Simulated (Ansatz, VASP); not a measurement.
**One calculation of Sc, two programs**

The input INCAR:

```
  PREC = Accurate
  ENCUT = 520
  EDIFF = 1E-7
  ISMEAR = -1
  SIGMA = 0.05
  LREAL = F
  LASPH = T
  NELM = 80
  ALGO = Normal
  ISIF = 2
  LWAVE = F
  LCHARG = F
  GGA = PE
  NBANDS = 24
```

The input KPOINTS:

```
regular mesh
0
Gamma
  8 8 11
```

Contents of POSCAR:

```
Sc
1.0
    4.7001891616      0.0000000000      0.0000000000
   -2.3500945808      4.0704832166      0.0000000000
    0.0000000000      0.0000000000      2.9180657151
Sc
3
Direct
    0.0000000000      0.0000000000      0.0000000000
    0.3333333333      0.6666666667      0.5000000000
    0.6666666667      0.3333333333      0.5000000000
```

Input for Ansatz:

```yaml
crystal:
  lattice:
    - [4.7001891616, 0.0, 0.0]
    - [-2.3500945808, 4.0704832166, 0.0]
    - [0.0, 0.0, 2.9180657151]
  atoms:
    - { symbol: Sc, position: [0.0, 0.0, 0.0] }
    - { symbol: Sc, position: [0.3333333333, 0.6666666667, 0.5] }
    - { symbol: Sc, position: [0.6666666667, 0.3333333333, 0.5] }
kpoints:
  mp_grid: { grid: [8, 8, 11] }
scf:
  occupations: { method: fermi_dirac, width: 0.05 }
hamiltonian:
  xc: pbe
  pseudopotentials: { kind: all_electron, lapw: { basis_error: 0.001 } }
output:
  forces: true
  stress: true
  eigenvalues: true
  populations: true
```

Change from the starting cell: volume scaled by 0.76, LAPW.

Alike in both runs: task single point; functional PBE; k mesh 8 × 8 × 11; occupations fermi-dirac, width 0.05 eV; no spin polarisation.

```csv
,VASP,Ansatz
version,VASP 6.6.1,Ansatz 0.2.0
potentials or method,"VASP PAW PBE potentials, release 64 (Sc_sv), cutoff 520 eV","all-electron LAPW, scalar-relativistic"
```

```csv
,VASP,Ansatz,Ansatz less VASP
pressure (GPa),22.4,22.2,-0.16
```

Ansatz ran all-electron here, and VASP with PAW potentials.
